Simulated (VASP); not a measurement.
Here is a VASP 6.6.1 calculation.

File INCAR:

```
SYSTEM = BaTiO3
PREC = Accurate
ENCUT = 520
EDIFF = 1E-8
ISMEAR = -1
SIGMA = 0.05
LREAL = .FALSE.
LASPH = .TRUE.
NELM = 60
ALGO = Normal
ISIF = 2
LWAVE = .FALSE.
LCHARG = .FALSE.
GGA = CA
LEFG = .TRUE.
NBANDS = 28
```

Contents of KPOINTS:

```
Automatic mesh
0
G
  8 8 8
  0 0 0
```

POSCAR

```
BaTiO3
1.0
    3.8870810000      0.0000000000      0.0000000000
    0.0000000000      3.8870810000      0.0000000000
    0.0000000000      0.0000000000      4.0073000000
Ba Ti O
1 1 3
Direct
    0.5000000000      0.5000000000      0.5000000000
    0.0000000000      0.0000000000      0.0000000000
    0.5000000000      0.0000000000      0.0000000000
    0.0000000000      0.5000000000      0.0000000000
    0.0000000000      0.0000000000      0.5000000000
```

Potentials or basis: VASP PAW LDA potentials, release 64 (Ba_sv, Ti_sv, O).

Launch:

```sh
$ cat potpaw_LDA.64/Ba_sv/POTCAR potpaw_LDA.64/Ti_sv/POTCAR potpaw_LDA.64/O/POTCAR > POTCAR
$ mpirun -np 1 vasp_std > vasp.out
```

Problem. Predict the pressure.

Solution. 4.0 GPa.

Problem. What does it give for the band gap on the k mesh?

Solution. 1.69 eV (least direct gap 1.80 eV).

Electric field gradients, principal values (V/Å²):
```csv
atom,least,middle,greatest (by size)
1 Ba,-3.934,-3.934,7.868
2 Ti,-15.054,-15.054,30.108
3 O,-0.317,-10.724,11.040
4 O,-0.317,-10.724,11.040
5 O,-13.281,-13.281,26.561
```

Caveat: the cell differs from its parent crystal (equal xx and yy strain of -3 %); the stress differs along the axes, from -1 to 6 GPa; without QUAD_EFG the Cq values of the log hold for a quadrupole moment of 1 mb, not for the nuclei; spin-orbit coupling is left out, which moves the levels of the heavy elements. A k mesh can miss the band edges.
